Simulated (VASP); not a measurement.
Wanted: the native input for a VASP 6.6.1 run.

```
Task                               : single point
Functional                         : HF
Potentials or basis                : VASP PAW PBE potentials, release 64 (Sb)
Cutoff                             : 520 eV
k mesh                             : 5 × 5 × 5
Occupations                        : fermi-dirac, width 0.05 eV
Spin                               : no spin polarisation
Dipole correction                  : no
Grid for exact exchange (PRECFOCK) : Normal
Further INCAR settings             : ALGO = Normal; EDIFF = 1e-07; NBANDS = 8
```

The system is Sb.

```
Sb
1.0
     0.00000    2.43367    2.43367
     2.43367    0.00000    2.43367
     2.43367    2.43367    0.00000
Sb
1
Direct
  0.00000 0.00000 0.00000
```

The input as run:

POSCAR

```
Sb
1.0
    0.0000000000      2.4336680369      2.4336680369
    2.4336680369      0.0000000000      2.4336680369
    2.4336680369      2.4336680369      0.0000000000
Sb
1
Direct
    0.0000000000      0.0000000000      0.0000000000
```

INCAR.step1

```
SYSTEM = Sb
ALGO     = Normal         ! electronic algorithm
EDIFF    = 1E-5           ! SCF threshold, eV
ENCUT    = 520            ! plane-wave cutoff, eV
GGA      = PE             ! functional
ISIF     = 2              ! what is computed and relaxed
ISMEAR   = -1             ! smearing method
LASPH    = .TRUE.         ! aspherical terms in the spheres
LCHARG   = .FALSE.        ! write CHGCAR
LREAL    = .FALSE.        ! projectors in reciprocal space
LWAVE    = .TRUE.         ! write WAVECAR
NBANDS   = 8              ! bands
NELM     = 100            ! most SCF steps
PREC     = Accurate       ! precision mode
SIGMA    = 0.05           ! smearing width, eV
```

INCAR.step2

```
SYSTEM = Sb
AEXX     = 1.0            ! exact-exchange fraction
AGGAC    = 0.0          
ALDAC    = 0.0          
ALGO     = Normal         ! electronic algorithm
EDIFF    = 1E-7           ! SCF threshold, eV
ENCUT    = 520            ! plane-wave cutoff, eV
GGA      = PE             ! functional
ISIF     = 2              ! what is computed and relaxed
ISMEAR   = -1             ! smearing method
ISTART   = 1            
LASPH    = .TRUE.         ! aspherical terms in the spheres
LCHARG   = .FALSE.        ! write CHGCAR
LHFCALC  = .TRUE.         ! exact exchange
LREAL    = .FALSE.        ! projectors in reciprocal space
LWAVE    = .FALSE.        ! write WAVECAR
NBANDS   = 8              ! bands
NELM     = 100            ! most SCF steps
PREC     = Accurate       ! precision mode
PRECFOCK = Normal       
SIGMA    = 0.05           ! smearing width, eV
```

KPOINTS

```
k-points
0
G
  5 5 5
  0 0 0
```

Potentials or basis: VASP PAW PBE potentials, release 64 (Sb).

Run with:

```bash
$ cat potpaw_PBE.64/Sb/POTCAR > POTCAR
$ cp INCAR.step1 INCAR
$ mpirun -np 1 vasp_std > vasp.out
$ cp INCAR.step2 INCAR
$ mpirun -np 1 vasp_std > vasp.out
```

It gave:

```yaml
Pressure: -18.3 GPa
```

Caveat: the k points lie up to 0.45 Å⁻¹ apart; the PAW data sets were made with another functional, which shifts forces and pressure a little.

Wall time 110 s on 1 thread of Intel(R) Xeon(R) 6975P-C (Granite Rapids) (shared host), peak memory 0.16 GiB.
